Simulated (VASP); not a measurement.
Input of a VASP 6.6.1 run:

Contents of INCAR:

```
PREC = Accurate ; ENCUT = 520
EDIFF = 1E-6 ; ISMEAR = 0
SIGMA = 0.1 ; LREAL = F
LASPH = T ; NELM = 100
ALGO = Normal ; ISIF = 2
LWAVE = F ; LCHARG = T
LDIPOL = T ; IDIPOL = 3
DIPOL = 0.5 0.5 0.499 ; GGA = PE
IVDW = 12 ; LELF = T
LVHAR = T ; LVACPOTAV = T
NBANDS = 26
```

KPOINTS

```
regular mesh
0
Gamma
  9 9 1
```

The input POSCAR:

```
CoSi2
1.0
    3.7509472838      0.0000000000      0.0000000000
   -1.8754736419      3.2484156361      0.0000000000
    0.0000000000      0.0000000000     18.5939534487
Si Co
4 2
Direct
    0.0000000000      0.0000000000      0.3764664690
    0.3333333333      0.6666666667      0.4588221563
    0.6666666667      0.3333333333      0.5397313856
    0.0000000000      0.0000000000      0.6197392518
    0.6666666667      0.3333333333      0.4176443127
    0.3333333333      0.6666666667      0.5832465513
```

Potentials or basis: VASP PAW PBE potentials, release 64 (Si, Co).

Run with:

```console
$ cat potpaw_PBE.64/Si/POTCAR potpaw_PBE.64/Co/POTCAR > POTCAR
$ mpirun -np 1 vasp_std > vasp.out
```

Problem. Predict the dispersion energy per atom.

Solution. -0.299 eV.

Problem. Predict the band gap on the k mesh.

Solution. Zero (band 17 reaches 2.25 eV, above the bottom of band 18 at -0.30 eV).

Problem. Estimate the largest force.

Solution. 0.637 eV/Å.

Forces on the atoms (eV/Å):
```
Si   0.000  0.000  0.435
Si   0.000  0.000  0.195
Si   0.000  0.000 -0.009
Si   0.000  0.000 -0.005
Co   0.000  0.000 -0.637
Co   0.000  0.000  0.023
```

Spin polarisation is off, so any magnetic state and its effect on volume and gap are missing.
